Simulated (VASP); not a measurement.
**CsH: single point with LDA**

CsH:

```xyz
2
Lattice="0.0000 3.1496 3.1496 3.1496 0.0000 3.1496 3.1496 3.1496 0.0000" Properties=species:S:1:pos:R:3 pbc="T T T"
Cs    0.0000    0.0000    0.0000
H     3.1496    3.1496    3.1496
```

This cell differs from its parent crystal: volume scaled by 1.10.

* Program: VASP 6.6.1
* Task: single point
* Functional: LDA
* Potentials or basis: VASP PAW LDA potentials, release 64 (Cs_sv, H)
* Cutoff: 520 eV
* k mesh: 8 × 8 × 8
* Occupations: gaussian, width 0.02 eV
* Spin: no spin polarisation

| Quantity | Value |
| --- | --- |
| Pressure | -1.0 GPa |
| Band gap on the k mesh | 1.89 eV, direct |

Levels at points of the mesh, in eV from the valence-band top:
| k point | band 1 | band 2 | band 3 | band 4 | band 5 | band 6 | band 7 | band 8 | band 9 | band 10 |
| --- | --- | --- | --- | --- | --- | --- | --- | --- | --- | --- |
| (0.00, 0.00, 0.00) | -21.47 | -7.88 | -7.88 | -7.88 | -1.95 | 4.97 | 4.97 | 4.97 | 5.79 | 6.85 |
| (0.50, 0.00, 0.00) | -21.38 | -8.85 | -7.99 | -7.99 | 0.00 | 1.89 | 4.53 | 4.53 | 7.10 | 8.31 |
| (0.50, 0.50, 0.00) | -21.35 | -8.70 | -8.19 | -8.19 | -1.33 | 2.77 | 5.44 | 8.03 | 8.22 | 8.22 |

It took 18 s on 1 thread of Intel(R) Xeon(R) Platinum 8375C CPU @ 2.90GHz (Ice Lake), on a shared host, peak memory 0.17 GiB.

Caveat: spin-orbit coupling is left out, which moves the levels of the heavy elements. A k mesh can miss the band edges.
